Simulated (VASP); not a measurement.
Crystal: Te.

```
Te
1.0
     3.82029   -2.14820    0.00000
     3.82029    2.14820    0.00000
    -0.09429    0.00000    5.97609
Te
3
Direct
  0.00000 0.00000 0.00000
  0.30945 0.30945 0.33881
  0.69055 0.69055 0.66119
```

```yaml
Program: VASP 6.6.1
Task: relaxation of cell and atoms
Functional: PBEsol
Dispersion: D3(BJ)
Potentials_or_basis: VASP PAW PBE potentials, release 64 (Te)
Cutoff: 600 eV
k_mesh: 7 × 7 × 5
Occupations: fermi-dirac, width 0.05 eV
Spin: no spin polarisation
```

At the start: pressure -3.9 GPa; volume 32.70 Å³/atom.

**Question.** Where does the relaxation end?

**Answer.** Over 14 steps the energy falls by 42.1 meV/atom and the volume is 29.70 Å³/atom (-9.2 %); space group C2/m (No. 12, to 0.1 Å) before and after.

The path:
```tsv
step	energy change (eV)	largest force (eV/Å)	pressure (GPa)	volume (Å³)
1	0.0000	0.0957	-3.92	98.09
2	-0.0602	0.4607	2.98	87.17
3	-0.0938	0.3184	0.02	90.99
4	-0.1051	0.2521	0.03	90.58
5	-0.1233	0.0916	0.14	89.33
6	-0.1248	0.0558	0.21	88.88
7	-0.1241	0.0047	-0.40	89.60
8	-0.1260	0.0265	-0.06	89.19
9	-0.1261	0.0210	0.07	89.01
10	-0.1261	0.0210	0.07	89.01
11	-0.1262	0.0156	0.05	89.02
12	-0.1263	0.0102	0.02	89.05
13	-0.1263	0.0106	0.02	89.06
14	-0.1263	0.0083	-0.01	89.10
```

Final structure:
```
Te
1.0
     3.62073   -2.07162    0.01649
     3.62073    2.07162    0.01649
    -0.06271    0.00000    5.93940
Te
3
Direct
  0.00000 0.00000 0.00000
  0.32074 0.32074 0.33504
  0.67926 0.67926 0.66496
```

Caveat: the PAW data sets were made with another functional, which shifts forces and pressure a little.
